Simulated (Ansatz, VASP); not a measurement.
**Two plane-wave programs on Cu**

```
CELL_PARAMETERS angstrom
0.00000 1.80750 1.83461
1.80750 0.00000 1.83461
1.80750 1.80750 0.00000
ATOMIC_POSITIONS crystal
Cu 0.00000 0.00000 0.00000
```

Change from the starting cell: strain +0.000 along x and y, +0.015 along z, atoms carried along.

Alike in both runs: task single point; functional PBEsol; k mesh 22 × 22 × 22; occupations gaussian, width 0.15 eV; no spin polarisation.

```csv
,VASP,Ansatz
version,VASP 6.6.1,Ansatz 0.2.0
potentials or method,"VASP PAW PBE potentials, release 64 (Cu), cutoff 520 eV","scalar-relativistic, plane waves, PAW"
valence electrons in the cell,11,19
```

VASP gave:

| Item | Value |
| --- | --- |
| gap on the k mesh at the Fermi level (eV) | none |
| pressure (GPa) | -7.7 |
| traceless stress, the component that is largest in VASP (GPa) | -0.57 |

Question: Which values does Ansatz return?

Answer: gap on the k mesh at the Fermi level (eV): none; pressure (GPa): -8.4; traceless stress, the component that is largest in VASP (GPa): -0.58.

VASP's potentials were made for PBE, not for PBEsol. A gap of «none» marks a metal or a gap that the smearing closes. The functional is the same, so the differences come from potentials, cutoffs and numerics. VASP's potentials hold 11 valence electrons a cell and Ansatz's 19, so a difference there can come from the potentials and not from the codes.
